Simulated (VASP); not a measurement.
SnSe2, 6 atoms in the cell. The typed cell holds 6 atoms: a = 5.915 Å, b = 5.916 Å, c = 3.978 Å, α = 90.00°, β = 90.00°, γ = 90.00°. 

* Program: VASP 6.6.1
* Task: single point
* Functional: r2SCAN
* Potentials or basis: VASP PAW PBE potentials, release 64 (Sn_d, Se)
* Cutoff: 520 eV
* k mesh: 4 × 4 × 4
* Occupations: gaussian, width 0.1 eV
* Spin: no spin polarisation
* Dipole correction: no
* Further INCAR settings: ALGO = Normal; EDIFF = 1e-06; NBANDS = 35

Potentials or basis: VASP PAW PBE potentials, release 64 (Sn_d, Se).

Command:

```console
$ cat potpaw_PBE.64/Sn_d/POTCAR potpaw_PBE.64/Se/POTCAR > POTCAR
$ cp INCAR.step1 INCAR
$ mpirun -np 1 vasp_std > vasp.out
$ cp INCAR.step2 INCAR
$ mpirun -np 1 vasp_std > vasp.out
```

Hardware: 1 thread of Intel(R) Xeon(R) 6975P-C (Granite Rapids), with other jobs on the host.

**Question.** How long does it take, and how much memory?

**Answer.** It took 3.4 min on 1 thread of Intel(R) Xeon(R) 6975P-C (Granite Rapids), on a shared host, peak memory 0.33 GiB. Counts: k points 27.
